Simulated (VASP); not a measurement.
# B32N31 (a cell with a defect) in VASP: single point with PBEsol

Aim: the single point of B32N31 (a cell with a defect) with PBEsol.

Everything below comes from runs of VASP 6.6.1. Logs are shortened: lines on timing, memory, paths and dates and some standing lists are left out, and cuts for length are marked.

## 1. The cell of the first run

The cell holds a defect, 63 atoms: a = 7.212 Å, b = 7.212 Å, c = 7.212 Å, α = 90.00°, β = 90.00°, γ = 90.00°.

## 2. Single point, PBEsol

Contents of INCAR:

```
PREC = Accurate ; ENCUT = 520
EDIFF = 1E-7 ; ISMEAR = -1
SIGMA = 0.05 ; LREAL = Auto
LASPH = T ; NELM = 80
ALGO = Normal ; ISIF = 2
LWAVE = F ; LCHARG = F
GGA = PS ; NELECT = 252.0
ISYM = 0 ; NBANDS = 162
```

Contents of KPOINTS:

```
Automatic mesh
0
Gamma
  1 1 1
  0.25 0.25 0.25
```

Contents of POSCAR:

```
B32N31
1.0
    7.2115910000      0.0000000000      0.0000000000
    0.0000000000      7.2115910000      0.0000000000
    0.0000000000      0.0000000000      7.2115910000
B N
32 31
Direct
    0.0003840000      0.0010580000      0.0011520000
    0.9981630000      0.9988250000      0.5046660000
    0.0013000000      0.5019810000      0.9986370000
    0.9970960000      0.5008600000      0.5002730000
    0.5013300000      0.0019580000      0.9986480000
    0.5001910000      0.9977680000      0.5002870000
    0.5001030000      0.5007780000      0.9991650000
    0.5128660000      0.5135190000      0.4739900000
    0.2506140000      0.2512910000      0.9977670000
    0.2542160000      0.2548820000      0.4991090000
    0.2494870000      0.7523950000      0.9996940000
    0.2497240000      0.7486070000      0.4977890000
    0.7517480000      0.2501470000      0.9996920000
    0.7479380000      0.2503980000      0.4977920000
    0.7508180000      0.7514910000      0.0016540000
    0.6857650000      0.6863680000      0.4994010000
    0.2487870000      0.0002240000      0.2503650000
    0.2518830000      0.0014790000      0.7503210000
    0.2458570000      0.4999690000      0.2469290000
    0.2545360000      0.5033990000      0.7452930000
    0.7489170000      0.9946960000      0.2561630000
    0.7558140000      0.0000040000      0.7474460000
    0.7502330000      0.4956240000      0.2465570000
    0.7531040000      0.5098140000      0.7573180000
    0.9995660000      0.2494540000      0.2503520000
    0.0008070000      0.2525570000      0.7503290000
    0.9940350000      0.7495730000      0.2561660000
    0.9993290000      0.7564770000      0.7474370000
    0.4993040000      0.2465240000      0.2469500000
    0.5027380000      0.2552080000      0.7452830000
    0.4949650000      0.7508920000      0.2465560000
    0.5091510000      0.7537850000      0.7573430000
    0.1254910000      0.1261640000      0.1251470000
    0.1295200000      0.1301880000      0.6247550000
    0.1220430000      0.6256940000      0.1248370000
    0.1253340000      0.6267990000      0.6239660000
    0.6250350000      0.1227050000      0.1248400000
    0.6261260000      0.1260030000      0.6239720000
    0.6247500000      0.6254170000      0.1237640000
    0.3741900000      0.3748650000      0.1227550000
    0.3838290000      0.3844920000      0.6201750000
    0.3740230000      0.8775440000      0.1223800000
    0.3792690000      0.8719060000      0.6251510000
    0.8768900000      0.3746780000      0.1223730000
    0.8712340000      0.3799390000      0.6251460000
    0.8745430000      0.8752120000      0.1285060000
    0.8844590000      0.8851330000      0.6344130000
    0.3748070000      0.1248840000      0.3747790000
    0.3775120000      0.1281700000      0.8727770000
    0.3670550000      0.6254300000      0.3640970000
    0.3789000000      0.6269370000      0.8738190000
    0.8747480000      0.1247350000      0.3764130000
    0.8765660000      0.1285480000      0.8770730000
    0.8669410000      0.6179600000      0.3789660000
    0.8776230000      0.6287220000      0.8773110000
    0.1242220000      0.3754780000      0.3747660000
    0.1275040000      0.3781800000      0.8727850000
    0.1240740000      0.8754140000      0.3764230000
    0.1278790000      0.8772350000      0.8770660000
    0.6247670000      0.3677170000      0.3641070000
    0.6262710000      0.3795610000      0.8738070000
    0.6173170000      0.8675960000      0.3789810000
    0.6280570000      0.8783000000      0.8773290000
```

Potentials or basis: VASP PAW PBE potentials, release 64 (B, N).

Launch:

```sh
> cat potpaw_PBE.64/B/POTCAR potpaw_PBE.64/N/POTCAR > POTCAR
> mpirun -np 1 vasp_std > vasp.out
```

OUTCAR:

```text
PREC = Accurate
   ENCUT = 520
   EDIFF = 1E-7
   ISMEAR = -1
   LREAL = Auto
   LASPH = T
   NELM = 80
   ISIF = 2
   GGA = PS
   NELECT = 252.0
   ISYM = 0

 ion  position               nearest neighbor table
   1  0.000  0.001  0.001-  33 1.56  53 1.56  59 1.56  46 1.58
   2  0.998  0.999  0.505-  47 1.49  58 1.57  52 1.57  34 1.60
   3  0.001  0.502  0.999-  35 1.54  55 1.55  44 1.56  57 1.56
   4  0.997  0.501  0.500-  54 1.54  45 1.55  36 1.57  56 1.57
   5  0.501  0.002  0.999-  37 1.54  63 1.55  42 1.56  49 1.57
   6  0.500  0.998  0.500-  62 1.54  43 1.55  38 1.57  48 1.57
   7  0.500  0.501  0.999-  51 1.55  61 1.55  39 1.56  40 1.56
   8  0.513  0.514  0.474-  60 1.54  50 1.54  41 1.69  16 1.77
   9  0.251  0.251  0.998-  40 1.55  57 1.56  49 1.56  33 1.57
  10  0.254  0.255  0.499-  34 1.56  48 1.56  56 1.56  41 1.58
  11  0.249  0.752  1.000-  59 1.54  42 1.55  35 1.58  51 1.59
  12  0.250  0.749  0.498-  36 1.55  58 1.56  50 1.56  43 1.58
  13  0.752  0.250  1.000-  53 1.54  44 1.55  37 1.58  61 1.59
  14  0.748  0.250  0.498-  38 1.55  52 1.56  60 1.56  45 1.58
  15  0.751  0.751  0.002-  63 1.56  55 1.56  39 1.56  46 1.56
  16  0.686  0.686  0.499-  54 1.64  62 1.64   8 1.77
  17  0.249  0.000  0.250-  33 1.56  48 1.56  58 1.56  42 1.57
  18  0.252  0.001  0.750-  49 1.56  59 1.56  34 1.57  43 1.59
  19  0.246  0.500  0.247-  50 1.52  35 1.55  56 1.56  40 1.57
  20  0.255  0.503  0.745-  41 1.56  36 1.56  51 1.57  57 1.58
  21  0.749  0.995  0.256-  46 1.55  52 1.57  62 1.59  37 1.60
  22  0.756  0.000  0.747-  47 1.49  53 1.58  38 1.58  63 1.58
  23  0.750  0.496  0.247-  60 1.55  44 1.55  54 1.55  39 1.57
  24  0.753  0.510  0.757-  55 1.51  61 1.56  45 1.58
  25  1.000  0.249  0.250-  33 1.56  56 1.56  52 1.56  44 1.57
  26  0.001  0.253  0.750-  57 1.56  53 1.56  34 1.57  45 1.59
  27  0.994  0.750  0.256-  46 1.55  58 1.57  54 1.59  35 1.60
  28  0.999  0.756  0.747-  47 1.49  59 1.58  36 1.58  55 1.58
  29  0.499  0.247  0.247-  60 1.52  37 1.55  48 1.56  40 1.57
  30  0.503  0.255  0.745-  41 1.56  38 1.56  61 1.57  49 1.58
[... 10 lines left out ...]
  41  0.384  0.384  0.620-  30 1.56  20 1.56  10 1.58   8 1.69
  42  0.374  0.878  0.122-  31 1.55  11 1.55   5 1.56  17 1.57
  43  0.379  0.872  0.625-   6 1.55  12 1.58  32 1.58  18 1.59
  44  0.877  0.375  0.122-  23 1.55  13 1.55   3 1.56  25 1.57
  45  0.871  0.380  0.625-   4 1.55  14 1.58  24 1.58  26 1.59
  46  0.875  0.875  0.129-  21 1.55  27 1.55  15 1.56   1 1.58
  47  0.884  0.885  0.634-  22 1.49  28 1.49   2 1.49
  48  0.375  0.125  0.375-  29 1.56  10 1.56  17 1.56   6 1.57
  49  0.378  0.128  0.873-  18 1.56   9 1.56   5 1.57  30 1.58
  50  0.367  0.625  0.364-  19 1.52   8 1.54  31 1.55  12 1.56
  51  0.379  0.627  0.874-   7 1.55  32 1.56  20 1.57  11 1.59
  52  0.875  0.125  0.376-  14 1.56  25 1.56  21 1.57   2 1.57
  53  0.877  0.129  0.877-  13 1.54  26 1.56   1 1.56  22 1.58
[... 8 lines left out ...]
  62  0.617  0.868  0.379-   6 1.54  31 1.55  21 1.59  16 1.64
  63  0.628  0.878  0.877-  32 1.51   5 1.55  15 1.56  22 1.58

IMPORTANT INFORMATION: All symmetrisations will be switched off!
NOSYMM: (Re-)initialisation of all symmetry stuff for point group C_1.

----------------------------------------------------------------------------------------

                                     Primitive cell

  volume of cell :     375.0535

  direct lattice vectors                    reciprocal lattice vectors
     7.211591000  0.000000000  0.000000000     0.138665656  0.000000000  0.000000000
     0.000000000  7.211591000  0.000000000     0.000000000  0.138665656  0.000000000
     0.000000000  0.000000000  7.211591000     0.000000000  0.000000000  0.138665656

  length of vectors
     7.211591000  7.211591000  7.211591000     0.138665656  0.138665656  0.138665656

  position of ions in fractional coordinates (direct lattice)
     0.000384000  0.001058000  0.001152000
     0.998163000  0.998825000  0.504666000
     0.001300000  0.501981000  0.998637000
     0.997096000  0.500860000  0.500273000
     0.501330000  0.001958000  0.998648000
     0.500191000  0.997768000  0.500287000
[... 55 lines left out ...]
     0.617317000  0.867596000  0.378981000
     0.628057000  0.878300000  0.877329000

  ion indices of the primitive-cell ions
   primitive index   ion index
                 1           1
                 2           2
                 3           3
                 4           4
                 5           5
                 6           6
[... 55 lines left out ...]
                62          62
                63          63

----------------------------------------------------------------------------------------

 KPOINTS: Automatic mesh

Automatic generation of k-mesh.
 Grid dimensions read from file:
 generate k-points for:    1    1    1

 Generating k-lattice:

  Cartesian coordinates                     Fractional coordinates (reciprocal lattice)
     0.138665656  0.000000000  0.000000000     1.000000000  0.000000000  0.000000000
     0.000000000  0.138665656  0.000000000     0.000000000  1.000000000  0.000000000
     0.000000000  0.000000000  0.138665656     0.000000000  0.000000000  1.000000000

  Length of vectors
     0.138665656  0.138665656  0.138665656

  Shift w.r.t. Gamma in fractional coordinates (k-lattice)
     0.250000000  0.250000000  0.250000000

 Subroutine IBZKPT returns following result:
 ===========================================

 Found      4 irreducible k-points:

 Following reciprocal coordinates:
            Coordinates               Weight
  0.250000  0.250000  0.250000      2.000000
 -0.250000  0.250000  0.250000      2.000000
 -0.250000 -0.250000  0.250000      2.000000
  0.250000 -0.250000  0.250000      2.000000
   k-points           NKPTS =      4   k-points in BZ     NKDIM =      4   number of bands    NBANDS=    162
   number of dos      NEDOS =    301   number of ions     NIONS =     63
   total plane-waves  NPLWV = 157464
   dimension x,y,z NGX =    54 NGY =   54 NGZ =   54
   dimension x,y,z NGXF=   108 NGYF=  108 NGZF=  108
   ions per type =              32  31
   NGX,Y,Z   is equivalent  to a cutoff of  12.45, 12.45, 12.45 a.u.
   NGXF,Y,Z  is equivalent  to a cutoff of  24.90, 24.90, 24.90 a.u.
 SYSTEM =  unknown system
   PREC   = accura    normal or accurate (medium, high low for compatibility)
   ISTART =      0    job   : 0-new  1-cont  2-samecut
   ICHARG =      2    charge: 1-file 2-atom 10-const
   ISPIN  =      1    spin polarized calculation?
   LNONCOLLINEAR =      F non collinear calculations
   LSORBIT =      F    spin-orbit coupling
   LASPH  =      T    aspherical Exc in radial PAW
   ENCUT  =  520.0 eV  38.22 Ry    6.18 a.u.  13.41 13.41 13.41*2*pi/ulx,y,z
   NELM   =     80;   NELMIN=  2; NELMDL= -5     # of ELM steps
   EDIFF  = 0.1E-06   stopping-criterion for ELM
   LREAL  =      T    real-space projection
   EDIFFG = 0.1E-05   stopping-criterion for IOM
   NSW    =      0    number of steps for IOM
   IBRION =     -1    ionic relax: 0-MD 1-quasi-New 2-CG
   NFREE  =      0    steps in history (QN), initial steepest desc. (CG)
   ISIF   =      2    stress and relaxation
   ISYM   =      0    0-nonsym 1-usesym 2-fastsym
   POTIM  = 0.5000    time-step for ionic-motion
   TEBEG  =    0.0;   TEEND  =   0.0 temperature during run
   PSTRESS=    0.0 pullay stress
   NELECT =     252.0000    total number of electrons
   NUPDOWN=      -1.0000    fix difference up-down
   EMIN   =  10.00;   EMAX   =-10.00  energy-range for DOS
   EFERMI =   0.00;   METHOD = LEGACY
   ISMEAR =    -1;   SIGMA  =   0.05  broadening in eV -4-tet -1-fermi 0-gaus
   EFERMI_NEDOS =   21; number of points for ismear=-14 and -15
   IALGO  =     38    algorithm
   IMIX   =      4    mixing-type and parameters
     AMIX     =   0.40;   BMIX     =  1.00
     AMIX_MAG =   1.60;   BMIX_MAG =  1.00
  volume/ion in A,a.u.               =       5.95        40.17
  Fermi-wavevector in a.u.,A,eV,Ry     =   1.433873  2.709626 27.973454  2.055991
  Thomas-Fermi vector in A             =   2.553343
   LORBIT       =      0    0 simple, 1 ext, 2 COOP (PROOUT), +10 PAW based schemes
   GGA     = PS    functional components
   LHFCALC =     F    Hartree Fock is set to
   AEXX    =    0.0000 exact exchange contribution
   IVDW    =     0    specifies the selected vdW correction
   LEPSILON=     F    determine dielectric tensor
   LRPA    =     F    only Hartree local field effects (RPA)
 non-spin polarized calculation
  energy-cutoff  :      520.00
  volume of cell :      375.05
 maximum number of plane-waves:     10107
 NGX is ok and might be reduce to    54
   NGX = 27   NGY = 27   NGZ = 27

 number of electron     252.0000031 magnetization

 Free energy of the ion-electron system (eV)
  ---------------------------------------------------
  ext. energy  EPLUGINS =         0.00000000
  ---------------------------------------------------
  free energy    TOTEN  =      -559.77162274 eV

  energy without entropy =     -559.77162260  energy(sigma->0) =     -559.77162267

 E-fermi :  10.5187     XC(G=0): -12.9958

 val. band max:        9.7085913236   @ k =  -0.2500  -0.2500   0.2500
 cond. band min:      11.3342556949   @ k =  -0.2500   0.2500   0.2500
 fundamental gap:      1.6256643712
 Fermi energy:        10.5186799617

 k-point     1 :       0.2500    0.2500    0.2500
  band No.  band energies     occupation
      1     -12.6764      2.00000
      2     -11.7650      2.00000
      3     -11.6742      2.00000
      4     -11.5618      2.00000
      5     -10.8120      2.00000
      6     -10.7550      2.00000
[... 553 lines left out ...]
    137      15.3818      0.00000
    138      15.4423      0.00000
 [bands above 138 left out]

------------------------ aborting loop because EDIFF is reached ----------------------------------------

  FORCE on cell =-STRESS in cart. coord.  units (eV):
  Direction    XX          YY          ZZ          XY          YZ          ZX
  --------------------------------------------------------------------------------------
  -------------------------------------------------------------------------------------
  Total        8.1508975      8.1524935     19.1559286      0.8808912     12.6802696     12.6713315
  in kB       34.8195177     34.8263355     81.8315028      3.7630466     54.1683749     54.1301923
  external PRESSURE =      50.4924520 kB  Pullay stress =       0.0000000 kB

 VOLUME and BASIS-vectors are now :
 -----------------------------------------------------------------------------
  energy-cutoff  :      520.00
  volume of cell :      375.05
      direct lattice vectors                 reciprocal lattice vectors
     7.211591000  0.000000000  0.000000000     0.138665656  0.000000000  0.000000000
     0.000000000  7.211591000  0.000000000     0.000000000  0.138665656  0.000000000
     0.000000000  0.000000000  7.211591000     0.000000000  0.000000000  0.138665656

 POSITION                                       TOTAL-FORCE (eV/Angst)
 -----------------------------------------------------------------------------------
      0.00277      0.00763      0.00831         0.039370      0.037404      0.049388
      7.19834      7.20312      3.63944         0.094406      0.096997     -0.061714
      0.00938      3.62008      7.20176         0.066099     -0.007063      0.066799
      7.19065      3.61200      3.60776         0.048261      0.048511      0.022234
      3.61539      0.01412      7.20184        -0.011137      0.068909      0.065853
      3.60717      7.19549      3.60787         0.051126      0.045039      0.020611
[... 55 lines left out ...]
      4.45184      6.25675      2.73306         0.010845     -0.075600     -0.059848
      4.52929      6.33394      6.32694         0.024496     -0.074492     -0.085114
 -----------------------------------------------------------------------------------
    total drift:                                0.000502      0.001790      0.001376

  FREE ENERGIE OF THE ION-ELECTRON SYSTEM (eV)
  ---------------------------------------------------
  free  energy   TOTEN  =      -559.7716227414 eV

  energy  without entropy=     -559.7716225962  energy(sigma->0) =     -559.77162267
```

Run time: 9.4 min. Hardware: 1 thread of Intel Xeon Platinum 8259CL at 2.50GHz (Skylake/Cascade Lake), shared host; peak memory 0.48 GiB.

Results:

```
Free energy   : -559.7716 eV
Largest force : 0.340 eV/Å
```

Forces in eV/Å, atoms in the order of the input:
```
B    0.039  0.037  0.049
B    0.094  0.097 -0.062
B    0.066 -0.007  0.067
B    0.048  0.049  0.022
B   -0.011  0.069  0.066
B    0.051  0.045  0.021
B    0.051  0.046  0.040
B    0.237  0.240 -0.047
B    0.058  0.053  0.037
B    0.029  0.030  0.039
B    0.043 -0.018  0.037
B    0.069  0.051  0.060
B   -0.023  0.045  0.038
B    0.052  0.065  0.058
B    0.048  0.046  0.071
B    0.035  0.043 -0.093
B    0.042  0.047  0.056
B    0.059  0.047 -0.035
B    0.005  0.028  0.012
B    0.054  0.056  0.062
B   -0.019  0.076  0.038
B    0.002  0.099  0.098
B    0.033  0.099  0.090
B   -0.090 -0.012 -0.008
B    0.045  0.041  0.060
B    0.049  0.058 -0.038
B    0.076 -0.017  0.036
B    0.099  0.004  0.100
B    0.028  0.004  0.007
B    0.055  0.052  0.066
B    0.101  0.034  0.093
B   -0.016 -0.089 -0.011
N   -0.044 -0.047 -0.050
N   -0.032 -0.031  0.061
N   -0.042  0.050 -0.050
N   -0.058 -0.043 -0.054
N    0.049 -0.039 -0.049
N   -0.041 -0.058 -0.054
N   -0.046 -0.047 -0.076
N   -0.056 -0.059 -0.032
N   -0.063 -0.061 -0.013
N   -0.035 -0.051 -0.046
N   -0.051 -0.047  0.029
N   -0.053 -0.032 -0.046
N   -0.045 -0.051  0.029
N   -0.046 -0.049 -0.061
N   -0.149 -0.152  0.004
N   -0.055 -0.071 -0.021
N   -0.034 -0.047 -0.043
N   -0.098 -0.060  0.019
N   -0.051  0.018 -0.040
N   -0.042 -0.060 -0.036
N   -0.036 -0.044 -0.046
N   -0.075  0.014 -0.058
N   -0.073  0.023 -0.082
N   -0.072 -0.057 -0.020
N   -0.047 -0.034 -0.046
N   -0.063 -0.044 -0.038
N   -0.044 -0.038 -0.043
N   -0.060 -0.099  0.016
N    0.018 -0.050 -0.038
N    0.011 -0.076 -0.060
N    0.024 -0.074 -0.085
```

Caveat: the k points lie up to 0.87 Å⁻¹ apart; the cell carries a net charge on a neutralising background, which shifts energy and pressure; the cell is charged against a uniform background, so pressure and absolute levels hang on convention; the PAW data sets were made with another functional, which shifts forces and pressure a little.
